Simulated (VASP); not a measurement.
Crystal: MgI2.

```xyz
3
Lattice="4.1945 0.0000 0.0000 -2.0972 3.6325 0.0000 0.0000 0.0000 6.9705" Properties=species:S:1:pos:R:3 pbc="T T T"
I     2.0972    1.2108    5.2279
I     0.0000    2.4217    1.7426
Mg    0.0000    0.0000    0.0000
```

Base run:

| Quantity | Value |
| --- | --- |
| Program | VASP 6.6.1 |
| Functional | PBE |
| Potentials or basis | VASP PAW PBE potentials, release 64 (I, Mg) |
| Cutoff | 520 eV |
| k mesh | 8 × 8 × 4 |
| Occupations | fermi-dirac, width 0.05 eV |
| Spin | no spin polarisation |

Its results: band gap on the k mesh 3.42 eV (least direct gap 3.47 eV); pressure -0.5 GPa; largest force 0.411 eV/Å.

Q: The run is repeated on the same cell with these changes: functional from PBE to PBEsol. What comes out?

A: Band gap on the k mesh 3.36 eV; pressure -1.8 GPa; largest force 0.455 eV/Å.

PBEsol binds more tightly than PBE, so the same cell stands under less pressure.

Caveats: spin-orbit coupling is left out, which moves the levels of the heavy elements; this functional lacks dispersion, which binds the layers, so the pressure and a relaxed spacing across them are unreliable; the PAW data sets were made with another functional, which shifts forces and pressure a little (at least some runs).

A k mesh can miss the band edges.
